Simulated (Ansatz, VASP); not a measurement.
**Two plane-wave programs on MgI**

File INCAR:

```
PREC = Accurate
ENCUT = 520
EDIFF = 1E-7
ISMEAR = 0
SIGMA = 0.1
LREAL = F
LASPH = T
NELM = 100
ALGO = Normal
ISIF = 2
LWAVE = F
LCHARG = F
GGA = PE
NBANDS = 17
```

File KPOINTS:

```
Automatic mesh
0
Gamma
  6 6 2
```

The input POSCAR:

```
MgI
1.0
    4.6610000000      0.0000000000      0.0000000000
   -2.3305000000      4.0365444100      0.0000000000
    0.0000000000      0.0000000000      7.6688077200
Mg I
2 2
Direct
    0.3333333300      0.6666666700      0.3731349300
    0.6666666700      0.3333333300      0.8731349300
    0.3333333300      0.6666666700      0.0000000000
    0.6666666700      0.3333333300      0.5000000000
```

Input for Ansatz:

```yaml
crystal:
  lattice:
    - [4.661, 0.0, 0.0]
    - [-2.3305, 4.03654441, 0.0]
    - [0.0, 0.0, 7.66880772]
  atoms:
    - { symbol: Mg, position: [0.33333333, 0.66666667, 0.37313493] }
    - { symbol: Mg, position: [0.66666667, 0.33333333, 0.87313493] }
    - { symbol: I, position: [0.33333333, 0.66666667, 0.0] }
    - { symbol: I, position: [0.66666667, 0.33333333, 0.5] }
basis:
  ecutwfc: 420
kpoints:
  mp_grid: { grid: [6, 6, 2] }
hamiltonian:
  xc: pbe
scf:
  occupations: { method: gaussian, width: 0.1 }
  lower_state_search: "off"
output:
  forces: true
  stress: true
  eigenvalues: true
```

Alike in both runs: task single point; functional PBE; k mesh 6 × 6 × 2; occupations gaussian, width 0.1 eV; no spin polarisation.

|  | VASP | Ansatz |
| --- | --- | --- |
| version | VASP 6.6.1 | Ansatz 0.2.0 |
| potentials or method | VASP PAW PBE potentials, release 64 (Mg, I), cutoff 520 eV | scalar-relativistic, plane waves, PAW |
| valence electrons in the cell | 18 | 54 |

|  | VASP | Ansatz | Ansatz less VASP |
| --- | --- | --- | --- |
| gap on the k mesh at the Fermi level (eV) | none | none | - |
| pressure (GPa) | 4.8 | 4.9 | +0.05 |
| rms of the force components (eV/Å) | 0.019 | 0.018 | -0.0002 |

Atom by atom the forces differ by 0.000 eV/Å (rms over components). A gap of «none» marks a metal or a gap that the smearing closes. VASP's potentials hold 18 valence electrons a cell and Ansatz's 54, so a difference there can come from the potentials and not from the codes.

The k mesh is coarse, so the values compare programs but aren't converged. Neither program's run includes spin-orbit coupling.
